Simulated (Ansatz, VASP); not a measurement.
## One calculation of InSe, two programs

```xyz
8
Lattice="4.0266 0.0000 0.0000 -2.0133 3.4871 0.0000 0.0000 0.0000 28.2707" Properties=species:S:1:pos:R:3 pbc="T T T"
Se    0.0000    0.0000    4.5000
Se    0.0000    0.0000    9.8854
Se    0.0000    3.0997   12.9954
Se    0.0000    3.0997   18.3807
In    2.0133    1.1624    5.7954
In    2.0133    1.1624    8.5899
In   -2.0133    1.9373   14.2908
In   -2.0133    1.9373   17.0853
```

Alike in both runs: task single point; functional PBE; dispersion D3(BJ); k mesh 9 × 9 × 1; occupations gaussian, width 0.05 eV; no spin polarisation.

```csv
,VASP,Ansatz
version,VASP 6.6.1,Ansatz 0.2.0
potentials or method,"VASP PAW PBE potentials, release 64 (Se, In_d), cutoff 520 eV","scalar-relativistic, plane waves, PAW"
valence electrons in the cell,76,116
```

|  | VASP | Ansatz | Ansatz less VASP |
| --- | --- | --- | --- |
| gap on the k mesh at the Fermi level (eV) | 1.08 | 1.09 | +0.011 |
| least direct gap on the mesh (eV) | 1.14 | 1.14 | +0.010 |
| rms of the force components (eV/Å) | 0.012 | 0.013 | +0.0014 |

VASP's potentials hold 76 valence electrons a cell and Ansatz's 116, so a difference there can come from the potentials and not from the codes.
